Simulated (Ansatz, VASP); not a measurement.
**SnPbO2: VASP beside Ansatz**

```
Sn Pb O
1.0
     3.94773    0.00000    0.00000
     0.00000    3.94773    0.00000
     0.00000    0.00000    5.11124
Sn Pb O
1 1 2
Direct
  0.00000 0.00000 0.21647
  0.50000 0.50000 0.75415
  0.00000 0.50000 0.00969
  0.50000 0.00000 0.00969
```

Alike in both runs: functional PBE; k mesh 4 × 4 × 3; occupations gaussian, width 0.15 eV; no spin polarisation.

Ansatz relaxed the structure, and its values are those at the end. VASP's run is a single point on that final structure, the one shown.

|  | VASP | Ansatz |
| --- | --- | --- |
| version | VASP 6.6.1 | Ansatz 0.2.0 |
| potentials or method | VASP PAW PBE potentials, release 64 (Sn_d, Pb_d, O_h), cutoff 910 eV | scalar-relativistic, plane waves, PAW |
| valence electrons in the cell | 40 | 40 |

```tsv
	VASP	Ansatz	Ansatz less VASP
gap on the k mesh at the Fermi level (eV)	0.96	0.95	-0.010
least direct gap on the mesh (eV)	2.04	2.05	+0.015
rms of the force components (eV/Å)	0.007	0.027	+0.0206
```

With one functional, cell and mesh, what is left measures potentials, basis and numerics.

Neither program's run includes spin-orbit coupling. Noted on VASP's run: the cutoff is short for stress, so the pressure is rough.
